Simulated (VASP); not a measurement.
# K (P4/mmm) in VASP: notebook

Runs on K. Level: LDA. Tasks: single point.

Program: VASP 6.6.1. These are calculated values, not measurements. Logs are shortened: lines on timing, memory, paths and dates and some standing lists are left out, and cuts for length are marked.

### Step 1. The cell of the first run

It takes space group P4/mmm (No. 123, tetragonal). Conventional cell: a = 9.072 Å, b = 9.072 Å, c = 4.325 Å, α = 90.00°, β = 90.00°, γ = 90.00°. Within 5.7 Å of K (site symmetry 4/mmm) lie 2 K at 4.32 Å.

### Step 2. Single point, LDA (strain -0.1000 x Voigt [1, 1, 0, 0, 0, 0])

INCAR

```
PREC = Accurate ; ENCUT = 520
EDIFF = 1E-7 ; ISMEAR = 0
SIGMA = 0.15 ; LREAL = False
LASPH = True ; NELM = 100
ALGO = Normal ; ISIF = 2
LWAVE = False ; LCHARG = False
NBANDS = 10
```

KPOINTS

```
Automatic mesh
0
Gamma
  6 6 12
```

POSCAR

```
K
1.0
    9.0716450310      0.0000000000      0.0000000000
    0.0000000000      9.0716450310      0.0000000000
    0.0000000000      0.0000000000      4.3245983300
K
1
Direct
    0.0000000000      0.0000000000      0.0000000000
```

Potentials or basis: VASP PAW LDA potentials, release 64 (K_sv).

Launch:

```
> cat potpaw_LDA.64/K_sv/POTCAR > POTCAR
> mpirun -np 1 vasp_std > vasp.out
```

OUTCAR:

```text
PREC = Accurate
   ENCUT = 520
   EDIFF = 1E-7
   ISMEAR = 0
   LREAL = False
   LASPH = True
   NELM = 100
   ISIF = 2

 ion  position               nearest neighbor table
   1  0.000  0.000  0.000-

  LATTYP: Found a simple tetragonal cell.
 ALAT       =     9.0716450310
 C/A-ratio  =     0.4767159997

  Lattice vectors:

 A1 = (   9.0716450310,   0.0000000000,   0.0000000000)
 A2 = (   0.0000000000,   9.0716450310,   0.0000000000)
 A3 = (   0.0000000000,   0.0000000000,   4.3245983300)

Analysis of symmetry for initial positions (statically):
=====================================================================
 Subroutine PRICEL returns:
 Original cell was already a primitive cell.

 Routine SETGRP: Setting up the symmetry group for a
 simple tetragonal supercell.

 Subroutine GETGRP returns: Found 16 space group operations
 (whereof 16 operations were pure point group operations)
 out of a pool of 16 trial point group operations.

The static configuration has the point symmetry D_4h.

Analysis of symmetry for dynamics (positions and initial velocities):
=====================================================================
 Subroutine PRICEL returns:
 Original cell was already a primitive cell.

 Routine SETGRP: Setting up the symmetry group for a
 simple tetragonal supercell.

 Subroutine GETGRP returns: Found 16 space group operations
 (whereof 16 operations were pure point group operations)
 out of a pool of 16 trial point group operations.

The dynamic configuration has the point symmetry D_4h.

 Subroutine INISYM returns: Found 16 space group operations
 (whereof 16 operations are pure point group operations),
 and found     1 'primitive' translations

----------------------------------------------------------------------------------------

                                     Primitive cell

  volume of cell :     355.8917

  direct lattice vectors                    reciprocal lattice vectors
     9.071645031  0.000000000  0.000000000     0.110233590  0.000000000  0.000000000
     0.000000000  9.071645031  0.000000000     0.000000000  0.110233590  0.000000000
     0.000000000  0.000000000  4.324598330     0.000000000  0.000000000  0.231235348

  length of vectors
     9.071645031  9.071645031  4.324598330     0.110233590  0.110233590  0.231235348

  position of ions in fractional coordinates (direct lattice)
     0.000000000  0.000000000  0.000000000

  ion indices of the primitive-cell ions
   primitive index   ion index
                 1           1

----------------------------------------------------------------------------------------

 KPOINTS: Automatic mesh

Automatic generation of k-mesh.
 Grid dimensions read from file:
 generate k-points for:    6    6   12

 Generating k-lattice:

  Cartesian coordinates                     Fractional coordinates (reciprocal lattice)
     0.018372265  0.000000000  0.000000000     0.166666667  0.000000000  0.000000000
     0.000000000  0.018372265  0.000000000     0.000000000  0.166666667  0.000000000
     0.000000000  0.000000000  0.019269612     0.000000000  0.000000000  0.083333333

  Length of vectors
     0.018372265  0.018372265  0.019269612

  Shift w.r.t. Gamma in fractional coordinates (k-lattice)
     0.000000000  0.000000000  0.000000000

 Subroutine IBZKPT returns following result:
 ===========================================

 Found     70 irreducible k-points:

 Following reciprocal coordinates:
            Coordinates               Weight
  0.000000  0.000000  0.000000      1.000000
  0.166667  0.000000  0.000000      4.000000
  0.333333  0.000000  0.000000      4.000000
  0.500000  0.000000  0.000000      2.000000
  0.166667  0.166667  0.000000      4.000000
  0.333333  0.166667  0.000000      8.000000
[... 16 lines left out ...]
  0.333333  0.000000  0.166667      8.000000
  0.500000  0.000000  0.166667      4.000000
 [... further k-points ...]
   k-points           NKPTS =     70   k-points in BZ     NKDIM =     70   number of bands    NBANDS=     10
   number of dos      NEDOS =    301   number of ions     NIONS =      1
   total plane-waves  NPLWV = 156800
   dimension x,y,z NGX =    70 NGY =   70 NGZ =   32
   dimension x,y,z NGXF=   140 NGYF=  140 NGZF=   64
   ions per type =               1
   NGX,Y,Z   is equivalent  to a cutoff of  12.83, 12.83, 12.30 a.u.
   NGXF,Y,Z  is equivalent  to a cutoff of  25.66, 25.66, 24.60 a.u.
 SYSTEM =  unknown system
   PREC   = accura    normal or accurate (medium, high low for compatibility)
   ISTART =      0    job   : 0-new  1-cont  2-samecut
   ICHARG =      2    charge: 1-file 2-atom 10-const
   ISPIN  =      1    spin polarized calculation?
   LNONCOLLINEAR =      F non collinear calculations
   LSORBIT =      F    spin-orbit coupling
   LASPH  =      T    aspherical Exc in radial PAW
   ENCUT  =  520.0 eV  38.22 Ry    6.18 a.u.  16.87 16.87  8.04*2*pi/ulx,y,z
   NELM   =    100;   NELMIN=  2; NELMDL= -5     # of ELM steps
   EDIFF  = 0.1E-06   stopping-criterion for ELM
   LREAL  =      F    real-space projection
   EDIFFG = 0.1E-05   stopping-criterion for IOM
   NSW    =      0    number of steps for IOM
   IBRION =     -1    ionic relax: 0-MD 1-quasi-New 2-CG
   NFREE  =      0    steps in history (QN), initial steepest desc. (CG)
   ISIF   =      2    stress and relaxation
   ISYM   =      2    0-nonsym 1-usesym 2-fastsym
   POTIM  = 0.5000    time-step for ionic-motion
   TEBEG  =    0.0;   TEEND  =   0.0 temperature during run
   PSTRESS=    0.0 pullay stress
   NELECT =       9.0000    total number of electrons
   NUPDOWN=      -1.0000    fix difference up-down
   EMIN   =  10.00;   EMAX   =-10.00  energy-range for DOS
   EFERMI =   0.00;   METHOD = LEGACY
   ISMEAR =     0;   SIGMA  =   0.15  broadening in eV -4-tet -1-fermi 0-gaus
   EFERMI_NEDOS =   21; number of points for ismear=-14 and -15
   IALGO  =     38    algorithm
   IMIX   =      4    mixing-type and parameters
     AMIX     =   0.40;   BMIX     =  1.00
     AMIX_MAG =   1.60;   BMIX_MAG =  1.00
  volume/ion in A,a.u.               =     355.89      2401.68
  Fermi-wavevector in a.u.,A,eV,Ry     =   0.480525  0.908061  3.141649  0.230905
  Thomas-Fermi vector in A             =   1.478128
   LORBIT       =      0    0 simple, 1 ext, 2 COOP (PROOUT), +10 PAW based schemes
   GGA     = CA    functional components
   LHFCALC =     F    Hartree Fock is set to
   AEXX    =    0.0000 exact exchange contribution
   IVDW    =     0    specifies the selected vdW correction
   LEPSILON=     F    determine dielectric tensor
   LRPA    =     F    only Hartree local field effects (RPA)
 non-spin polarized calculation
 Gauss-broadening in eV      SIGMA  =   0.15
  energy-cutoff  :      520.00
  volume of cell :      355.89
 maximum number of plane-waves:      9664
 NGX is ok and might be reduce to    70
   NGX = 33   NGY = 33   NGZ = 17

 number of electron       9.0000001 magnetization

 Free energy of the ion-electron system (eV)
  ---------------------------------------------------
  ext. energy  EPLUGINS =         0.00000000
  ---------------------------------------------------
  free energy    TOTEN  =        -0.60166435 eV

  energy without entropy =       -0.58833585  energy(sigma->0) =       -0.59500010

 E-fermi :  -2.0226     XC(G=0):  -2.4956

 val. band max:       -2.0240941269   @ k =   0.3333   0.1667   0.2500
 cond. band min:      -2.0192472598   @ k =   0.5000   0.0000   0.2500
 fundamental gap:      0.0048468671
 Fermi energy:        -2.0225785022

 k-point     1 :       0.0000    0.0000    0.0000
  band No.  band energies     occupation
      1     -34.2928      2.00000
      2     -18.0114      2.00000
      3     -18.0114      2.00000
      4     -17.9333      2.00000
      5      -2.6925      2.00000
      6      -0.4329      0.00000
      7      -0.4329      0.00000
      8      -0.1191      0.00000
      9       0.0958      0.00000
     10       0.9095      0.00000

 k-point     2 :       0.1667    0.0000    0.0000
  band No.  band energies     occupation
      1     -34.2928      2.00000
      2     -18.0114      2.00000
      3     -18.0114      2.00000
      4     -17.9333      2.00000
      5      -2.6750      2.00000
      6      -0.7046      0.00000
      7      -0.4120      0.00000
      8      -0.0010      0.00000
      9       0.3479      0.00000
     10       0.8045      0.00000

 k-point     3 :       0.3333    0.0000    0.0000
  band No.  band energies     occupation
      1     -34.2928      2.00000
      2     -18.0114      2.00000
      3     -18.0114      2.00000
      4     -17.9333      2.00000
      5      -2.6372      2.00000
      6      -0.9829      0.00000
      7      -0.3643      0.00000
      8       0.0713      0.00000
      9       0.6262      0.00000
     10       0.7936      0.00000

 k-point     4 :       0.5000    0.0000    0.0000
  band No.  band energies     occupation
      1     -34.2928      2.00000
      2     -18.0114      2.00000
      3     -18.0114      2.00000
      4     -17.9333      2.00000
      5      -2.6165      2.00000
      6      -1.0879      0.00000
      7      -0.3364      0.00000
      8       0.1074      0.00000
      9       0.5444      0.00000
     10       1.0190      0.00000

 k-point     5 :       0.1667    0.1667    0.0000
  band No.  band energies     occupation
      1     -34.2928      2.00000
      2     -18.0114      2.00000
      3     -18.0114      2.00000
      4     -17.9333      2.00000
      5      -2.6577      2.00000
      6      -0.7081      0.00000
      7      -0.6458      0.00000
      8       0.2856      0.00000
      9       0.4143      0.00000
     10       0.6525      0.00000

 k-point     6 :       0.3333    0.1667    0.0000
  band No.  band energies     occupation
      1     -34.2928      2.00000
      2     -18.0114      2.00000
      3     -18.0114      2.00000
      4     -17.9333      2.00000
      5      -2.6204      2.00000
      6      -0.9564      0.00000
      7      -0.6164      0.00000
      8       0.3839      0.00000
      9       0.4250      0.00000
     10       0.8105      0.00000

 k-point     7 :       0.5000    0.1667    0.0000
  band No.  band energies     occupation
      1     -34.2928      2.00000
      2     -18.0114      2.00000
      3     -18.0114      2.00000
      4     -17.9333      2.00000
      5      -2.6001      2.00000
      6      -1.0599      0.00000
      7      -0.5832      0.00000
      8       0.3189      0.00000
      9       0.4171      0.00000
     10       1.0272      0.00000

 k-point     8 :       0.3333    0.3333    0.0000
  band No.  band energies     occupation
      1     -34.2928      2.00000
      2     -18.0114      2.00000
      3     -18.0114      2.00000
      4     -17.9333      2.00000
      5      -2.5843      2.00000
      6      -0.9088      0.00000
      7      -0.8714      0.00000
      8       0.1469      0.00000
      9       0.7712      0.00000
     10       0.8902      0.00000

 k-point     9 :       0.5000    0.3333    0.0000
  band No.  band energies     occupation
      1     -34.2928      2.00000
      2     -18.0114      2.00000
      3     -18.0114      2.00000
      4     -17.9333      2.00000
      5      -2.5647      2.00000
      6      -0.9933      0.00000
      7      -0.8506      0.00000
      8       0.0314      0.00000
      9       0.8235      0.00000
     10       1.0599      0.00000
[... 118 lines left out ...]
 k-point    19 :       0.5000    0.3333    0.0833
  band No.  band energies     occupation
      1     -34.2925      2.00000
      2     -18.0109      2.00000
      3     -18.0109      2.00000
      4     -17.9388      2.00000
      5      -2.4955      1.99999
      6      -0.9465      0.00000
      7      -0.8048      0.00000
      8       0.0846      0.00000
      9       0.8678      0.00000
     10       1.1015      0.00000

 k-point    20 :       0.5000    0.5000    0.0833
  band No.  band energies     occupation
      1     -34.2925      2.00000
      2     -18.0109      2.00000
      3     -18.0109      2.00000
      4     -17.9388      2.00000
      5      -2.4760      1.99998
      6      -0.9058      0.00000
      7      -0.9058      0.00000
      8      -0.0357      0.00000
      9       1.0031      0.00000
     10       1.1758      0.00000

 k-point    21 :       0.0000    0.0000    0.1667
  band No.  band energies     occupation
      1     -34.2918      2.00000
      2     -18.0093      2.00000
      3     -18.0093      2.00000
      4     -17.9540      2.00000
      5      -2.4263      1.99986
      6      -0.2806      0.00000
      7      -0.2806      0.00000
      8       0.1319      0.00000
      9       0.3059      0.00000
     10       1.0915      0.00000

 k-point    22 :       0.1667    0.0000    0.1667
  band No.  band energies     occupation
      1     -34.2918      2.00000
      2     -18.0093      2.00000
      3     -18.0093      2.00000
      4     -17.9540      2.00000
      5      -2.4079      1.99972
      6      -0.5231      0.00000
      7      -0.2615      0.00000
      8       0.2321      0.00000
      9       0.5387      0.00000
     10       0.9911      0.00000

 k-point    23 :       0.3333    0.0000    0.1667
  band No.  band energies     occupation
      1     -34.2918      2.00000
      2     -18.0093      2.00000
      3     -18.0093      2.00000
      4     -17.9540      2.00000
      5      -2.3679      1.99887
      6      -0.7934      0.00000
      7      -0.2185      0.00000
      8       0.3018      0.00000
      9       0.8217      0.00000
     10       0.9554      0.00000

 k-point    24 :       0.5000    0.0000    0.1667
  band No.  band energies     occupation
      1     -34.2918      2.00000
      2     -18.0093      2.00000
      3     -18.0093      2.00000
      4     -17.9540      2.00000
      5      -2.3460      1.99770
      6      -0.8973      0.00000
      7      -0.1939      0.00000
      8       0.3376      0.00000
      9       0.7448      0.00000
     10       1.1635      0.00000

 [... further k-points ...]
[... 5 lines left out ...]
  --------------------------------------------------------------------------------------
  -------------------------------------------------------------------------------------
  Total       -0.0430591     -0.0430591     -0.3657782      0.0000000      0.0000000      0.0000000
  in kB       -0.1938462     -0.1938462     -1.6466852      0.0000000      0.0000000      0.0000000
  external PRESSURE =      -0.6781259 kB  Pullay stress =       0.0000000 kB

 VOLUME and BASIS-vectors are now :
 -----------------------------------------------------------------------------
  energy-cutoff  :      520.00
  volume of cell :      355.89
      direct lattice vectors                 reciprocal lattice vectors
     9.071645031  0.000000000  0.000000000     0.110233590  0.000000000  0.000000000
     0.000000000  9.071645031  0.000000000     0.000000000  0.110233590  0.000000000
     0.000000000  0.000000000  4.324598330     0.000000000  0.000000000  0.231235348

 POSITION                                       TOTAL-FORCE (eV/Angst)
 -----------------------------------------------------------------------------------
      0.00000      0.00000      0.00000         0.000000      0.000000      0.000000
 -----------------------------------------------------------------------------------
    total drift:                               -0.000000     -0.000000      0.000000

  FREE ENERGIE OF THE ION-ELECTRON SYSTEM (eV)
  ---------------------------------------------------
  free  energy   TOTEN  =        -0.6016643463 eV

  energy  without entropy=       -0.5883358498  energy(sigma->0) =       -0.59500010
```

Run time: 4.8 min. Hardware: 1 thread of Intel Xeon Platinum 8375C at 2.90GHz (Ice Lake), shared host; peak memory 0.46 GiB.

Results:

| Item | Value |
| --- | --- |
| Free energy | -0.6017 eV |
| Pressure | -0.1 GPa |

Caveat: the cell differs from its parent crystal (strain -0.1000 x Voigt [1, 1, 0, 0, 0, 0]).

(Part 1 of 2 ends here.)
